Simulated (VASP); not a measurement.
Runs of VASP 6.6.1 on Na. The structure is that of space group P6_3/mmc (No. 194), or close to it. The cells are those of the table. This isn't the form of Na at room conditions, which is bcc.

```tsv
cell	further INCAR settings	gap on the mesh (eV)	pressure (GPa)
a = 3.695, b = 3.695, c = 6.103 Å, angles 90.0, 90.0, 120.0°, 2 atoms	ALGO = Fast; EDIFF = 1e-07; NBANDS = 14	none	(a)
a = 3.845, b = 3.845, c = 6.103 Å, angles 90.0, 90.0, 120.0°, 2 atoms	ALGO = Fast; EDIFF = 1e-06; NBANDS = 14	none	(b)
a = 3.645, b = 3.645, c = 6.103 Å, angles 90.0, 90.0, 120.0°, 2 atoms	ALGO = Fast; EDIFF = 1e-06; NBANDS = 14	none	0.4
a = 3.595, b = 3.595, c = 6.103 Å, angles 90.0, 90.0, 120.0°, 2 atoms	ALGO = Fast; EDIFF = 1e-06; NBANDS = 14	none	0.7
a = 3.895, b = 3.895, c = 6.103 Å, angles 90.0, 90.0, 120.0°, 2 atoms	ALGO = Fast; EDIFF = 1e-07; NBANDS = 14	none	-0.5
```

Alike in all rows: task single point; level PBE; potentials or basis VASP PAW PBE potentials, release 64 (Na_pv); no spin polarisation; k mesh 15 × 15 × 8; cutoff (eV) 520; smearing gaussian 0.15 eV.

Task: Fill in the values left out.

Result: (a) 0.2; (b) -0.4.

A gap of «none» marks levels without a gap at the run's occupations.
